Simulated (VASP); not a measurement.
## LiF: single point with PBE

The system is LiF.

```
CELL_PARAMETERS angstrom
3.13653 0.00000 0.00000
-1.56827 2.71632 0.00000
0.00000 0.00000 8.56663
ATOMIC_POSITIONS crystal
Li 0.16562 0.83438 0.66667
Li 0.16562 0.33123 0.33333
Li 0.66877 0.83438 0.00000
F 0.83363 0.16637 0.66667
F 0.83363 0.66726 0.33333
F 0.33274 0.16637 0.00000
```

The cell was generated, and may not be a known phase.

```yaml
Program: VASP 6.6.1
Task: single point
Functional: PBE
Potentials_or_basis: VASP PAW PBE potentials, release 64 (Li_sv, F)
Cutoff: 520 eV
k_mesh: 12 × 12 × 4
Occupations: gaussian, width 0.02 eV
Spin: no spin polarisation
```

```yaml
Band_gap_on_the_k_mesh: 6.70 eV (least direct gap 6.72 eV)
```

Forces in eV/Å, atoms in the order of the input:
```
Li   0.002 -0.001  0.000
Li   0.000  0.002  0.000
Li  -0.002 -0.001  0.000
F   -0.001  0.001  0.000
F    0.000 -0.002  0.000
F    0.001  0.001  0.000
```

Levels at points of the mesh, in eV from the valence-band top:
```csv
k point,band 13,band 14,band 15,band 16,band 17,band 18
"(0.00, 0.00, 0.00)",-0.38,-0.38,-0.03,6.70,8.90,8.90
"(0.50, 0.00, 0.00)",-0.52,-0.29,-0.13,10.25,11.02,11.12
"(0.00, 0.00, 0.50)",-0.39,-0.39,-0.36,7.41,7.41,9.91
"(0.50, 0.00, 0.50)",-0.60,-0.31,-0.06,10.44,10.80,10.84
```

It took 100 s on 1 thread of Oxide Virtual Turin-like Processor (shared host), peak memory 0.2 GiB.

 A k mesh can miss the band edges.
